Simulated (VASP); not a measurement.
Input of a VASP 6.6.1 run:

The input INCAR:

```
SYSTEM = P
PREC     = Accurate       ! precision mode
ENCUT    = 520            ! plane-wave cutoff, eV
EDIFF    = 1E-6           ! SCF threshold, eV
ISMEAR   = -1             ! smearing method
SIGMA    = 0.1            ! smearing width, eV
LREAL    = .FALSE.        ! projectors in reciprocal space
LASPH    = .TRUE.         ! aspherical terms in the spheres
NELM     = 100            ! most SCF steps
ALGO     = Normal         ! electronic algorithm
ISIF     = 2              ! what is computed and relaxed
LWAVE    = .FALSE.        ! write WAVECAR
LCHARG   = .TRUE.         ! write CHGCAR
GGA      = PE             ! functional
LELF     = .TRUE.         ! ELF
LVHAR    = .TRUE.       
NBANDS   = 18             ! bands
```

KPOINTS

```
regular mesh
0
G
  15 15 4
  0 0 0
```

POSCAR

```
P
1.0
    2.5211325289      0.0000000000      0.0000000000
   -1.2605662644      2.1833648163      0.0000000000
    0.0000000000      0.0000000000      9.4134480987
P
4
Direct
    0.0000000000      1.0000000000      0.0000000000
    0.0000000000      1.0000000000      0.5000000000
    0.3333333333      0.6666666667      0.2500000000
    0.6666666667      0.3333333333      0.7500000000
```

Potentials or basis: VASP PAW PBE potentials, release 64 (P).

Command:

```sh
$ cat potpaw_PBE.64/P/POTCAR > POTCAR
$ mpirun -np 1 vasp_std > vasp.out
```

Question: Estimate the pressure.

Answer: 14.2 GPa.

Question: Estimate the band gap on the k mesh.

Answer: Zero (band 10 reaches 19.37 eV, above the bottom of band 11 at 7.08 eV).

Stress tensor (GPa, compression positive):
```
15.63  0.00  0.00
 0.00 15.63  0.00
 0.00  0.00 11.41
```
